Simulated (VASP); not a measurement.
Input of a VASP 6.6.1 run:

File INCAR:

```
PREC = Accurate ; ENCUT = 600
EDIFF = 1E-6 ; ISMEAR = 0
SIGMA = 0.1 ; LREAL = F
LASPH = T ; NELM = 100
ALGO = Normal ; ISIF = 3
LWAVE = F ; LCHARG = F
GGA = PE ; IBRION = 2
NSW = 100 ; EDIFFG = -0.01
```

Contents of KPOINTS:

```
Automatic mesh
0
Gamma
  6 6 6
```

Contents of POSCAR:

```
Ge5Sb
1.0
    5.9155832106      0.0000000000      0.0000000000
    0.0000000000      5.9155832106      0.0000000000
    0.0000000000      0.0000000000      5.9155832106
Ge Sb
5 1
Direct
    0.7394559541      0.7394559541      0.7394559541
    0.2605440459      0.2605440459      0.7394559541
    0.2605440459      0.7394559541      0.2605440459
    0.7394559541      0.2605440459      0.2605440459
    0.5000000000      0.5000000000      0.5000000000
    0.0000000000      0.0000000000      0.0000000000
```

Potentials or basis: VASP PAW PBE potentials, release 64 (Ge_d, Sb).

Run with:

```console
$ cat potpaw_PBE.64/Ge_d/POTCAR potpaw_PBE.64/Sb/POTCAR > POTCAR
$ mpirun -np 1 vasp_std > vasp.out
```

What does it give for the band gap on the k mesh?

Zero (an odd number of electrons rules out a gap without spin polarisation).

Predict the relaxed volume.

34.39 Å³/atom.

Predict the relaxed cell.

a = 5.909 Å, b = 5.909 Å, c = 5.909 Å, α = 90.00°, β = 90.00°, γ = 90.00°.

Forces on the atoms (eV/Å):
```
Ge   0.003  0.003  0.003
Ge  -0.003 -0.003  0.003
Ge  -0.003  0.003 -0.003
Ge   0.003 -0.003 -0.003
Ge   0.000  0.000  0.000
Sb   0.000  0.000  0.000
```

Caveat: spin-orbit coupling is left out, which moves the levels of the heavy elements; an odd number of electrons without spin polarisation forces a metal; a magnetic or distorted state may lie lower.
